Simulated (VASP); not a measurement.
# AlN in VASP: a series of runs, part 2 of 2

VASP 6.6.1. Earlier steps stand in the parts before.

### 4 Electric field gradients, PBE (equal xx and yy strain of +3 %)

Contents of INCAR:

```
SYSTEM = AlN
ALGO = Normal
EDIFF = 1E-8
ENCUT = 520
GGA = PE
ISIF = 2
ISMEAR = -1
LASPH = .True.
LCHARG = .False.
LEFG = .True.
LREAL = .False.
LWAVE = .False.
NBANDS = 16
NELM = 60
PREC = Accurate
SIGMA = 0.02
```

Contents of KPOINTS:

```
k-points
0
Gamma
  11 11 6
  0 0 0
```

Contents of POSCAR:

```
AlN
1.0
    3.2043322162      0.0000000000      0.0000000000
   -1.6021661081      2.7750331013      0.0000000000
    0.0000000000      0.0000000000      4.9780000000
Al N
2 2
Direct
    0.3333333333      0.6666666667      0.0000000000
    0.6666666667      0.3333333333      0.5000000000
    0.3333333333      0.6666666667      0.3850000000
    0.6666666667      0.3333333333      0.8850000000
```

Potentials or basis: VASP PAW PBE potentials, release 64 (Al, N).

Launch:

```sh
> cat potpaw_PBE.64/Al/POTCAR potpaw_PBE.64/N/POTCAR > POTCAR
> mpirun -np 1 vasp_std > vasp.out
```

OUTCAR:

```text
SYSTEM = AlN
   EDIFF = 1E-8
   ENCUT = 520
   GGA = PE
   ISIF = 2
   ISMEAR = -1
   LASPH = .True.
   LREAL = .False.
   NELM = 60
   PREC = Accurate

 ion  position               nearest neighbor table
   1  0.333  0.667  0.000-   3 1.92   4 1.94   4 1.94   4 1.94   2 3.10   2 3.10   2 3.10   2 3.10
                             2 3.10   2 3.10
   2  0.667  0.333  0.500-   4 1.92   3 1.94   3 1.94   3 1.94   1 3.10   1 3.10   1 3.10   1 3.10
                             1 3.10   1 3.10
   3  0.333  0.667  0.385-   1 1.92   2 1.94   2 1.94   2 1.94
   4  0.667  0.333  0.885-   2 1.92   1 1.94   1 1.94   1 1.94

  LATTYP: Found a hexagonal cell.
 ALAT       =     3.2043322162
 C/A-ratio  =     1.5535218149

  Lattice vectors:

 A1 = (   3.2043322162,   0.0000000000,   0.0000000000)
 A2 = (  -1.6021661081,   2.7750331013,   0.0000000000)
 A3 = (   0.0000000000,   0.0000000000,   4.9780000000)

Analysis of symmetry for initial positions (statically):
=====================================================================
 Subroutine PRICEL returns:
 Original cell was already a primitive cell.

 Routine SETGRP: Setting up the symmetry group for a
 hexagonal supercell.

 Subroutine GETGRP returns: Found 12 space group operations
 (whereof  6 operations were pure point group operations)
 out of a pool of 24 trial point group operations.

The static configuration has the point symmetry C_3v.
 The point group associated with its full space group is C_6v.

Analysis of symmetry for dynamics (positions and initial velocities):
=====================================================================
 Subroutine PRICEL returns:
 Original cell was already a primitive cell.

 Routine SETGRP: Setting up the symmetry group for a
 hexagonal supercell.

 Subroutine GETGRP returns: Found 12 space group operations
 (whereof  6 operations were pure point group operations)
 out of a pool of 24 trial point group operations.

The dynamic configuration has the point symmetry C_3v.
 The point group associated with its full space group is C_6v.

 Subroutine INISYM returns: Found 12 space group operations
 (whereof  6 operations are pure point group operations),
 and found     1 'primitive' translations

----------------------------------------------------------------------------------------

                                     Primitive cell

  volume of cell :      44.2650

  direct lattice vectors                    reciprocal lattice vectors
     3.204332216  0.000000000  0.000000000     0.312077504  0.180178031  0.000000000
    -1.602166108  2.775033101  0.000000000     0.000000000  0.360356062  0.000000000
     0.000000000  0.000000000  4.978000000     0.000000000  0.000000000  0.200883889

  length of vectors
     3.204332216  3.204332216  4.978000000     0.360356062  0.360356062  0.200883889

  position of ions in fractional coordinates (direct lattice)
     0.333333333  0.666666667  0.000000000
     0.666666667  0.333333333  0.500000000
     0.333333333  0.666666667  0.385000000
     0.666666667  0.333333333  0.885000000

[... 95 lines left out ...]
   IALGO  =     38    algorithm
   IMIX   =      4    mixing-type and parameters
     AMIX     =   0.40;   BMIX     =  1.00
     AMIX_MAG =   1.60;   BMIX_MAG =  1.00
  volume/ion in A,a.u.               =      11.07        74.68
  Fermi-wavevector in a.u.,A,eV,Ry     =   1.166168  2.203739 18.503228  1.359949
  Thomas-Fermi vector in A             =   2.302685
   LORBIT       =      0    0 simple, 1 ext, 2 COOP (PROOUT), +10 PAW based schemes
   GGA     = PE    functional components
   LHFCALC =     F    Hartree Fock is set to
   AEXX    =    0.0000 exact exchange contribution
   IVDW    =     0    specifies the selected vdW correction
   LEPSILON=     F    determine dielectric tensor
   LRPA    =     F    only Hartree local field effects (RPA)
 non-spin polarized calculation
  energy-cutoff  :      520.00
  volume of cell :       44.27
 maximum number of plane-waves:      1206
 NGX is ok and might be reduce to    24
   NGX = 11   NGY = 11   NGZ = 19

 number of electron      16.0000004 magnetization

 Free energy of the ion-electron system (eV)
  ---------------------------------------------------
  ext. energy  EPLUGINS =         0.00000000
  ---------------------------------------------------
  free energy    TOTEN  =       -29.71314409 eV

  energy without entropy =      -29.71314409  energy(sigma->0) =      -29.71314409

 E-fermi :   6.1421     XC(G=0): -10.6593

 val. band max:        5.7439460537   @ k =   0.0000   0.0000   0.0000
 cond. band min:       9.3280241377   @ k =   0.0000   0.0000   0.0000
 fundamental gap:      3.5840780839
 Fermi energy:         6.1421351126

 k-point     1 :       0.0000    0.0000    0.0000
  band No.  band energies     occupation
      1      -9.2393      2.00000
      2      -7.1469      2.00000
      3      -0.0304      2.00000
      4       4.6427      2.00000
      5       4.6427      2.00000
      6       5.3645      2.00000
[... 433 lines left out ...]
      3       0.8943      2.00000
      4       2.6464      2.00000
      5       3.0368      2.00000
      6       4.0508      2.00000
[... 8 lines left out ...]
     15      17.4701      0.00000
     16      18.4901      0.00000

 [... further k-points ...]

------------------------ aborting loop because EDIFF is reached ----------------------------------------

  FORCE on cell =-STRESS in cart. coord.  units (eV):
  Direction    XX          YY          ZZ          XY          YZ          ZX
  --------------------------------------------------------------------------------------
  -------------------------------------------------------------------------------------
  Total       -2.9239116     -2.9239116     -0.3332966      0.0000000     -0.0000000      0.0000000
  in kB     -105.8313223   -105.8313223    -12.0637101      0.0000000     -0.0000000      0.0000000
  external PRESSURE =     -74.5754516 kB  Pullay stress =       0.0000000 kB

 VOLUME and BASIS-vectors are now :
 -----------------------------------------------------------------------------
  energy-cutoff  :      520.00
  volume of cell :       44.27
      direct lattice vectors                 reciprocal lattice vectors
     3.204332216  0.000000000  0.000000000     0.312077504  0.180178031  0.000000000
    -1.602166108  2.775033101  0.000000000     0.000000000  0.360356062  0.000000000
     0.000000000  0.000000000  4.978000000     0.000000000  0.000000000  0.200883889

 POSITION                                       TOTAL-FORCE (eV/Angst)
 -----------------------------------------------------------------------------------
     -0.00000      1.85002      0.00000        -0.000000      0.000000     -0.094104
      1.60217      0.92501      2.48900         0.000000      0.000000     -0.094104
     -0.00000      1.85002      1.91653        -0.000000      0.000000      0.094104
      1.60217      0.92501      4.40553         0.000000      0.000000      0.094104
 -----------------------------------------------------------------------------------
    total drift:                               -0.000000      0.000000     -0.000238

  FREE ENERGIE OF THE ION-ELECTRON SYSTEM (eV)
  ---------------------------------------------------
  free  energy   TOTEN  =       -29.7131440895 eV

  energy  without entropy=      -29.7131440895  energy(sigma->0) =      -29.71314409

 Electric field gradients (V/A^2)
---------------------------------------------------------------------
 ion       V_xx      V_yy      V_zz      V_xy      V_xz      V_yz
---------------------------------------------------------------------
   1      -0.679    -0.679     1.357     0.000     0.000    -0.000
   2      -0.679    -0.679     1.357     0.000    -0.000     0.000
   3       2.716     2.714    -5.430    -0.001     0.000    -0.000
   4       2.716     2.714    -5.430    -0.001    -0.000     0.000
---------------------------------------------------------------------

 Electric field gradients after diagonalization (V/A^2)
 (convention: |V_zz| > |V_xx| > |V_yy|)
----------------------------------------------------------------------
 ion       V_xx      V_yy      V_zz     asymmetry (V_yy - V_xx)/ V_zz
----------------------------------------------------------------------
   1      -0.679    -0.679     1.357       0.000
   2      -0.679    -0.679     1.357       0.000
   3       2.716     2.713    -5.430       0.001
   4       2.716     2.713    -5.430       0.001
----------------------------------------------------------------------

           NMR quadrupolar parameters

 Cq : quadrupolar parameter    Cq=e*Q*V_zz/h
 eta: asymmetry parameters     (V_yy - V_xx)/ V_zz
 Q  : nuclear electric quadrupole moment in mb (millibarn)
----------------------------------------------------------------------
 ion       Cq(MHz)       eta       Q (mb)
----------------------------------------------------------------------
   1       0.003       0.000       1.000
   2       0.003       0.000       1.000
   3      -0.013       0.001       1.000
   4      -0.013       0.001       1.000
----------------------------------------------------------------------
```

It took 20 s on 1 thread of Intel Xeon 6975P-C (Granite Rapids), shared host; peak memory 0.17 GiB.

Results:

| Property | Result |
| --- | --- |
| Free energy | -29.7131 eV |
| Pressure | -7.5 GPa |
| Largest force | 0.094 eV/Å |
| Band gap on the k mesh | 3.58 eV, direct |

Forces on the atoms (eV/Å):
```
Al   0.000  0.000 -0.094
Al   0.000  0.000 -0.094
N    0.000  0.000  0.094
N    0.000  0.000  0.094
```

Stress tensor (GPa, compression positive):
```
-10.58   0.00   0.00
  0.00 -10.58   0.00
  0.00   0.00  -1.21
```

Electric field gradients, principal values (V/Å²):
```csv
atom,least,middle,greatest (by size)
1 Al,-0.679,-0.679,1.357
2 Al,-0.679,-0.679,1.357
3 N,2.713,2.716,-5.430
4 N,2.713,2.716,-5.430
```

Caveat: the cell differs from its parent crystal (equal xx and yy strain of +3 %); without QUAD_EFG the Cq values of the log hold for a quadrupole moment of 1 mb, not for the nuclei.

### 5 Electric field gradients, PBE (equal xy, yz and zx shear strains of +1 %)

Contents of INCAR:

```
SYSTEM = AlN
PREC = Accurate
ENCUT = 520
EDIFF = 1E-8
ISMEAR = -1
SIGMA = 0.02
LREAL = .False.
LASPH = .True.
NELM = 100
ALGO = Normal
ISIF = 2
LWAVE = .False.
LCHARG = .False.
GGA = PE
LEFG = .True.
NBANDS = 16
```

Contents of KPOINTS:

```
Automatic mesh
0
Gamma
  11 11 6
  0 0 0
```

Contents of POSCAR:

```
AlN
1.0
    3.1110021516      0.0155550108      0.0155550108
   -1.5420300413      2.6864293891      0.0056935291
    0.0248900000      0.0248900000      4.9780000000
Al N
2 2
Direct
    0.3333333333      0.6666666667      0.0000000000
    0.6666666667      0.3333333333      0.5000000000
    0.3333333333      0.6666666667      0.3850000000
    0.6666666667      0.3333333333      0.8850000000
```

Potentials or basis: VASP PAW PBE potentials, release 64 (Al, N).

Launch:

```sh
> cat potpaw_PBE.64/Al/POTCAR potpaw_PBE.64/N/POTCAR > POTCAR
> mpirun -np 1 vasp_std > vasp.out
```

OUTCAR:

```text
SYSTEM = AlN
   PREC = Accurate
   ENCUT = 520
   EDIFF = 1E-8
   ISMEAR = -1
   LREAL = .False.
   LASPH = .True.
   NELM = 100
   ISIF = 2
   GGA = PE

 ion  position               nearest neighbor table
   1  0.333  0.667  0.000-   4 1.88   4 1.88   4 1.90   3 1.92   2 3.05   2 3.05   2 3.06   2 3.07
                             2 3.08   2 3.09
   2  0.667  0.333  0.500-   3 1.88   3 1.89   3 1.89   4 1.92   1 3.05   1 3.05   1 3.06   1 3.07
                             1 3.08   1 3.09
   3  0.333  0.667  0.385-   2 1.88   2 1.89   2 1.89   1 1.92
   4  0.667  0.333  0.885-   1 1.88   1 1.88   1 1.90   2 1.92

  LATTYP: Found a triclinic cell.
 ALAT       =     3.1245551172
 B/A-ratio  =     0.9913558883
 C/A-ratio  =     1.5932266392
 COS(alpha) =     0.0036852528
 COS(beta)  =     0.0136346634
 COS(gamma) =     0.5000188430

  Lattice vectors:

 A1 = (   1.5689721103,   2.7019843999,   0.0212485399)
 A2 = (  -1.5420300413,   2.6864293891,   0.0056935291)
[... 665 lines left out ...]
      0.00898      1.79614      0.00898        -0.145060     -0.049992      0.185237
      1.57244      0.91829      2.50127         0.041000     -0.053792      0.182044
      0.01856      1.80572      1.92551        -0.056823      0.053750     -0.181486
      1.58202      0.92787      4.41780         0.160883      0.050034     -0.185795
 -----------------------------------------------------------------------------------
    total drift:                                0.000073      0.000336     -0.000116

  FREE ENERGIE OF THE ION-ELECTRON SYSTEM (eV)
  ---------------------------------------------------
  free  energy   TOTEN  =       -29.7622002762 eV

  energy  without entropy=      -29.7622002762  energy(sigma->0) =      -29.76220028

 Electric field gradients (V/A^2)
---------------------------------------------------------------------
 ion       V_xx      V_yy      V_zz      V_xy      V_xz      V_yz
---------------------------------------------------------------------
   1      -3.252    -5.369     8.621     1.999     1.113    -0.034
   2      -5.368    -3.220     8.588    -0.134    -1.166    -0.019
   3      -0.423    -0.178     0.602     1.264     0.957     1.120
   4      -0.162    -0.447     0.610     1.529     1.274     1.111
---------------------------------------------------------------------

 Electric field gradients after diagonalization (V/A^2)
 (convention: |V_zz| > |V_xx| > |V_yy|)
----------------------------------------------------------------------
 ion       V_xx      V_yy      V_zz     asymmetry (V_yy - V_xx)/ V_zz
----------------------------------------------------------------------
   1      -6.597    -2.130     8.726       0.512
   2      -5.473    -3.212     8.685       0.260
   3      -1.572    -0.697     2.269       0.385
   4      -1.841    -0.798     2.639       0.395
----------------------------------------------------------------------

           NMR quadrupolar parameters

 Cq : quadrupolar parameter    Cq=e*Q*V_zz/h
 eta: asymmetry parameters     (V_yy - V_xx)/ V_zz
 Q  : nuclear electric quadrupole moment in mb (millibarn)
----------------------------------------------------------------------
 ion       Cq(MHz)       eta       Q (mb)
----------------------------------------------------------------------
   1       0.021       0.512       1.000
   2       0.021       0.260       1.000
   3       0.005       0.385       1.000
   4       0.006       0.395       1.000
----------------------------------------------------------------------
```

Wall time 2.4 min (1 thread of Intel Xeon Platinum 8488C (Sapphire Rapids), shared host); peak memory 0.31 GiB.

Results:

* Free energy: -29.7622 eV
* Pressure: 3.8 GPa
* Largest force: 0.251 eV/Å
* Band gap on the k mesh: 4.16 eV, direct

Forces in eV/Å, atoms in the order of the input:
```
Al  -0.145 -0.050  0.185
Al   0.041 -0.054  0.182
N   -0.057  0.054 -0.181
N    0.161  0.050 -0.186
```

Levels at points of the mesh, in eV from the valence-band top:
```csv
k point,band 5,band 6,band 7,band 8,band 9,band 10,band 11,band 12
"(0.00, 0.00, 0.00)",-0.92,-0.33,-0.27,0.00,4.16,6.61,10.59,11.00
"(0.00, 0.00, 0.50)",-0.68,-0.65,-0.62,-0.59,6.43,6.43,10.27,10.27
```

Electric field gradients, principal values (V/Å²):
```csv
atom,least,middle,greatest (by size)
1 Al,-2.130,-6.597,8.726
2 Al,-3.212,-5.473,8.685
3 N,-0.697,-1.572,2.269
4 N,-0.798,-1.841,2.639
```

Caveat: the cell differs from its parent crystal (equal xy, yz and zx shear strains of +1 %); without QUAD_EFG the Cq values of the log hold for a quadrupole moment of 1 mb, not for the nuclei.

### 6 Summary

```tsv
cell	gap on the mesh (eV)	pressure (GPa)	largest force (eV/Å)
a = 3.152, b = 3.152, c = 5.044 Å, angles 90.0, 90.0, 120.0°, 4 atoms	3.82	-3.8	0.18
a = 3.204, b = 3.204, c = 4.978 Å, angles 90.0, 90.0, 120.0°, 4 atoms	3.58	-7.5	0.09
a = 3.111, b = 3.098, c = 4.978 Å, angles 89.8, 89.4, 119.6°, 4 atoms	4.16	3.8	0.25
```

Alike in all rows: task electric field gradients; level PBE; potentials or basis VASP PAW PBE potentials, release 64 (Al, N); no spin polarisation; k mesh 11 × 11 × 6; cutoff (eV) 520; smearing fermi-dirac 0.02 eV.

Total energies depend on the potentials used, so only differences within one code and one set of settings carry meaning.
